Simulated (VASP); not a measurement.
# O (R-3m) in VASP: notebook, part 2 of 3

VASP 6.6.1. The steps go on from the part before.

## Step 4: Electric field gradients, PBEsol (equal xx and yy strain of +1 %)

The input, INCAR:

```
SYSTEM = O
PREC = Accurate
ENCUT = 520
EDIFF = 1E-8
ISMEAR = -1
SIGMA = 0.02
LREAL = .False.
LASPH = .True.
NELM = 60
ALGO = Normal
ISIF = 2
LWAVE = .False.
LCHARG = .False.
GGA = PS
LEFG = .True.
NBANDS = 13
```

The input, KPOINTS:

```
Automatic mesh
0
Gamma
  10 10 10
  0 0 0
```

The input, POSCAR:

```
O
1.0
    1.4375825123      0.8299886504      3.4083000000
   -1.4375825123      0.8299886504      3.4083000000
    0.0000000000     -1.6599773009      3.4083000000
O
2
Direct
    0.0577000000      0.0577000000      0.0577000000
    0.9423000000      0.9423000000      0.9423000000
```

Potentials or basis: VASP PAW PBE potentials, release 64 (O).

Started as:

```console
$ cat potpaw_PBE.64/O/POTCAR > POTCAR
$ mpirun -np 1 vasp_std > vasp.out
```

OUTCAR:

```text
SYSTEM = O
   PREC = Accurate
   ENCUT = 520
   EDIFF = 1E-8
   ISMEAR = -1
   LREAL = .False.
   LASPH = .True.
   NELM = 60
   ISIF = 2
   GGA = PS

 ion  position               nearest neighbor table
   1  0.058  0.058  0.058-   2 1.18
   2  0.942  0.942  0.942-   1 1.18

  LATTYP: Found a trigonal (rhomboedric) cell.
 ALAT       =     3.7910464953
 COS(alpha) =     0.7124076457

  Lattice vectors:

 A1 = (   1.4375825123,   0.8299886504,   3.4083000000)
 A2 = (  -1.4375825123,   0.8299886504,   3.4083000000)
 A3 = (   0.0000000000,  -1.6599773009,   3.4083000000)

Analysis of symmetry for initial positions (statically):
=====================================================================
 Subroutine PRICEL returns:
 Original cell was already a primitive cell.

 Routine SETGRP: Setting up the symmetry group for a
 trigonal (rhombohedral) supercell.

 Subroutine GETGRP returns: Found 12 space group operations
 (whereof 12 operations were pure point group operations)
 out of a pool of 12 trial point group operations.

The static configuration has the point symmetry D_3d.

Analysis of symmetry for dynamics (positions and initial velocities):
=====================================================================
 Subroutine PRICEL returns:
 Original cell was already a primitive cell.

 Routine SETGRP: Setting up the symmetry group for a
 trigonal (rhombohedral) supercell.

 Subroutine GETGRP returns: Found 12 space group operations
 (whereof 12 operations were pure point group operations)
 out of a pool of 12 trial point group operations.

The dynamic configuration has the point symmetry D_3d.

 Subroutine INISYM returns: Found 12 space group operations
 (whereof 12 operations are pure point group operations),
 and found     1 'primitive' translations

----------------------------------------------------------------------------------------

                                     Primitive cell

  volume of cell :      24.4002

  direct lattice vectors                    reciprocal lattice vectors
     1.437582512  0.829988650  3.408300000     0.347806123  0.200805959  0.097800467
    -1.437582512  0.829988650  3.408300000    -0.347806123  0.200805959  0.097800467
     0.000000000 -1.659977301  3.408300000     0.000000000 -0.401611917  0.097800467

  length of vectors
     3.791046495  3.791046495  3.791046495     0.413348598  0.413348598  0.413348598

  position of ions in fractional coordinates (direct lattice)
     0.057700000  0.057700000  0.057700000
     0.942300000  0.942300000  0.942300000

  ion indices of the primitive-cell ions
   primitive index   ion index
                 1           1
                 2           2

----------------------------------------------------------------------------------------

 KPOINTS: Automatic mesh

Automatic generation of k-mesh.
 Grid dimensions read from file:
 generate k-points for:   10   10   10

 Generating k-lattice:

  Cartesian coordinates                     Fractional coordinates (reciprocal lattice)
     0.034780612  0.020080596  0.009780047     0.100000000  0.000000000  0.000000000
[... 73 lines left out ...]
   EFERMI =   0.00;   METHOD = LEGACY
   ISMEAR =    -1;   SIGMA  =   0.02  broadening in eV -4-tet -1-fermi 0-gaus
   EFERMI_NEDOS =   21; number of points for ismear=-14 and -15
   IALGO  =     38    algorithm
   IMIX   =      4    mixing-type and parameters
     AMIX     =   0.40;   BMIX     =  1.00
     AMIX_MAG =   1.60;   BMIX_MAG =  1.00
  volume/ion in A,a.u.               =      12.20        82.33
  Fermi-wavevector in a.u.,A,eV,Ry     =   1.292222  2.441946 22.719533  1.669839
  Thomas-Fermi vector in A             =   2.423944
   LORBIT       =      0    0 simple, 1 ext, 2 COOP (PROOUT), +10 PAW based schemes
   GGA     = PS    functional components
   LHFCALC =     F    Hartree Fock is set to
   AEXX    =    0.0000 exact exchange contribution
   IVDW    =     0    specifies the selected vdW correction
   LEPSILON=     F    determine dielectric tensor
   LRPA    =     F    only Hartree local field effects (RPA)
 non-spin polarized calculation
  energy-cutoff  :      520.00
  volume of cell :       24.40
 maximum number of plane-waves:       682
   NGX = 15   NGY = 15   NGZ = 15

 number of electron      12.0000000 magnetization

 Free energy of the ion-electron system (eV)
  ---------------------------------------------------
  ext. energy  EPLUGINS =         0.00000000
  ---------------------------------------------------
  free energy    TOTEN  =        -9.80900783 eV

  energy without entropy =       -9.80726864  energy(sigma->0) =       -9.80813824

 E-fermi :   0.2652     XC(G=0):  -9.3267

 val. band max:        0.2309533087   @ k =  -0.4000   0.1000  -0.0000
 cond. band min:       0.2668827498   @ k =   0.5000   0.5000   0.3000
 fundamental gap:      0.0359294411
 Fermi energy:         0.2652348405

 k-point     1 :       0.0000    0.0000    0.0000
  band No.  band energies     occupation
      1     -27.8756      2.00000
      2     -13.4598      2.00000
      3      -8.8649      2.00000
      4      -6.3943      2.00000
      5      -6.3943      2.00000
      6       0.7955      0.00000
      7       0.7955      0.00000
      8       8.1928      0.00000
      9      11.9035      0.00000
     10      15.0289      0.00000
     11      18.6466      0.00000
     12      21.1346      0.00000
     13      21.1346      0.00000
[... 354 lines left out ...]
  band No.  band energies     occupation
      1     -27.5866      2.00000
      2     -13.6511      2.00000
      3      -8.2582      2.00000
      4      -7.1080      2.00000
      5      -6.9482      2.00000
      6      -0.6218      2.00000
      7       0.7409      0.00000
      8      10.0258      0.00000
      9      12.1740      0.00000
     10      14.7616      0.00000
     11      15.3851      0.00000
     12      19.2289      0.00000
     13      21.8652      0.00000

 [... further k-points ...]
[... 5 lines left out ...]
  --------------------------------------------------------------------------------------
  -------------------------------------------------------------------------------------
  Total       -1.3303680     -1.3303680      5.2680616      0.0000000     -0.0000000      0.0000000
  in kB      -87.3551197    -87.3551197    345.9134303      0.0000000     -0.0000000      0.0000000
  external PRESSURE =      57.0677303 kB  Pullay stress =       0.0000000 kB

 VOLUME and BASIS-vectors are now :
 -----------------------------------------------------------------------------
  energy-cutoff  :      520.00
  volume of cell :       24.40
      direct lattice vectors                 reciprocal lattice vectors
     1.437582512  0.829988650  3.408300000     0.347806123  0.200805959  0.097800467
    -1.437582512  0.829988650  3.408300000    -0.347806123  0.200805959  0.097800467
     0.000000000 -1.659977301  3.408300000     0.000000000 -0.401611917  0.097800467

 POSITION                                       TOTAL-FORCE (eV/Angst)
 -----------------------------------------------------------------------------------
      0.00000     -0.00000      0.58998         0.000000     -0.000000      3.951819
      0.00000     -0.00000      9.63492         0.000000      0.000000     -3.951819
 -----------------------------------------------------------------------------------
    total drift:                                0.000000     -0.000000      0.000000

  FREE ENERGIE OF THE ION-ELECTRON SYSTEM (eV)
  ---------------------------------------------------
  free  energy   TOTEN  =        -9.8090078336 eV

  energy  without entropy=       -9.8072686376  energy(sigma->0) =       -9.80813824

 Electric field gradients (V/A^2)
---------------------------------------------------------------------
 ion       V_xx      V_yy      V_zz      V_xy      V_xz      V_yz
---------------------------------------------------------------------
   1     -58.127   -58.127   116.253    -0.000     0.000     0.000
   2     -58.127   -58.127   116.253    -0.000    -0.000     0.000
---------------------------------------------------------------------

 Electric field gradients after diagonalization (V/A^2)
 (convention: |V_zz| > |V_xx| > |V_yy|)
----------------------------------------------------------------------
 ion       V_xx      V_yy      V_zz     asymmetry (V_yy - V_xx)/ V_zz
----------------------------------------------------------------------
   1     -58.127   -58.127   116.253       0.000
   2     -58.127   -58.127   116.253       0.000
----------------------------------------------------------------------

           NMR quadrupolar parameters

 Cq : quadrupolar parameter    Cq=e*Q*V_zz/h
 eta: asymmetry parameters     (V_yy - V_xx)/ V_zz
 Q  : nuclear electric quadrupole moment in mb (millibarn)
----------------------------------------------------------------------
 ion       Cq(MHz)       eta       Q (mb)
----------------------------------------------------------------------
   1       0.281       0.000       1.000
   2       0.281       0.000       1.000
----------------------------------------------------------------------
```

stdout:

```text
POSCAR found type information on POSCAR O
 POSCAR found :  1 types and       2 ions
 scaLAPACK will be used
 -----------------------------------------------------------------------------
|                                                                             |
|                                                                             |
|     You enforced a specific xc type in the INCAR file but a different       |
|     I HOPE YOU KNOW WHAT YOU ARE DOING!                                     |
|                                                                             |
 -----------------------------------------------------------------------------

 LDA part: xc-table for (Slater+PW92), standard interpolation
 POSCAR, INCAR and KPOINTS ok, starting setup
 FFT: planning ... GRIDC
 FFT: planning ... GRID_SOFT
 FFT: planning ... GRID
 WAVECAR not read
 entering main loop
ion   1

ion   2
```

Wall time 36 s (1 thread of Intel Xeon Platinum 8488C (Sapphire Rapids), shared host); peak memory 0.16 GiB.

What came out:

```
Free energy            : -9.8090 eV
Pressure               : 5.7 GPa
Largest force          : 3.952 eV/Å
Band gap on the k mesh : zero (band 6 reaches 1.05 eV, above the bottom of band 7 at -0.20 eV)
```

Forces in eV/Å, atoms in the order of the input:
```
O    0.000  0.000  3.952
O    0.000  0.000 -3.952
```

Stress tensor (GPa, compression positive):
```
-8.74  0.00  0.00
 0.00 -8.74  0.00
 0.00  0.00 34.59
```

Electric field gradients, principal values (V/Å²):
| atom | least | middle | greatest (by size) |
| --- | --- | --- | --- |
| 1 O | -58.127 | -58.127 | 116.253 |
| 2 O | -58.127 | -58.127 | 116.253 |

Caveat: the cell differs from its parent crystal (equal xx and yy strain of +1 %); the standard files for N, O and F lose accuracy on very short bonds; spin is off for a triplet molecule; without QUAD_EFG the Cq values of the log hold for a quadrupole moment of 1 mb, not for the nuclei; the PAW data sets were made with another functional, which shifts forces and pressure a little.

(Continued in part 3 of 3.)
